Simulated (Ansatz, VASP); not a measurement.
# La3N2 in VASP and in Ansatz

```xyz
5
Lattice="-1.8439 2.6891 5.6711 1.8439 -2.6891 5.6711 1.8439 2.6891 -5.6711" Properties=species:S:1:pos:R:3 pbc="T T T"
La    0.0000    0.0000    3.6154
La    0.0000    0.0000    7.7267
La    0.0000    0.0000    0.0000
N     1.8439    0.0000    1.9269
N     0.0000    2.6891    3.7441
```

Change from the starting cell: the structure that the rattled cell fell into.

Alike in both runs: functional PBE; k mesh 6 × 6 × 6; occupations gaussian, width 0.1 eV; no spin polarisation.

Ansatz relaxed the structure, and its values are those at the end. VASP's run is a single point on that final structure, the one shown.

|  | VASP | Ansatz |
| --- | --- | --- |
| version | VASP 6.6.1 | Ansatz 0.2.0 |
| potentials or method | VASP PAW PBE potentials, release 64 (La, N), cutoff 520 eV | scalar-relativistic, plane waves, PAW |
| valence electrons in the cell | 43 | 43 |

VASP gave:

- gap on the k mesh at the Fermi level (eV): none
- pressure (GPa): -0.1
- rms of the force components (eV/Å): 0.013

Q: What did Ansatz give for the same quantities?

A: gap on the k mesh at the Fermi level (eV): none; pressure (GPa): 0.0; rms of the force components (eV/Å): 0.011.

A gap of «none» marks a metal or a gap that the smearing closes.

Neither program's run includes spin-orbit coupling.
